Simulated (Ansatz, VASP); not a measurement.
# InBS3 in VASP and in Ansatz

```xyz
10
Lattice="3.1118 1.7966 5.0815 -3.1118 1.7966 5.0815 0.0000 -3.5931 5.0815" Properties=species:S:1:pos:R:3 pbc="T T T"
In    0.0000    0.0000   11.4333
In    0.0000    0.0000    3.8111
B     0.0000    0.0000    7.6222
B     0.0000    0.0000    0.0000
S     1.7430   -0.5741    8.8926
S    -0.3743    1.7966    8.8926
S    -1.3687   -1.2224    8.8926
S    -1.7430    0.5741    6.3518
S     0.3743   -1.7966    6.3518
S     1.3687    1.2224    6.3518
```

Alike in both runs: task relaxation of cell and atoms; functional PBE; k mesh 4 × 4 × 4; occupations gaussian, width 0.1 eV; no spin polarisation.

```csv
,VASP,Ansatz
version,VASP 6.6.1,Ansatz 0.2.0
potentials or method,"VASP PAW PBE potentials, release 64 (In_d, B, S), cutoff 600 eV","scalar-relativistic, plane waves, PAW"
valence electrons in the cell,68,68
```

Ansatz gave:

| Property | Result |
| --- | --- |
| gap on the k mesh at the Fermi level, each at its own relaxed structure (eV) | none |
| relaxed volume (Å³/atom) | 16.36 |
| relaxed cell length with the largest relative difference (Å) | 6.169 |

**Question.** Which values does VASP return?

**Answer.** gap on the k mesh at the Fermi level, each at its own relaxed structure (eV): none; relaxed volume (Å³/atom): 16.35; relaxed cell length with the largest relative difference (Å): 6.180.

A gap of «none» marks a metal or a gap that the smearing closes.
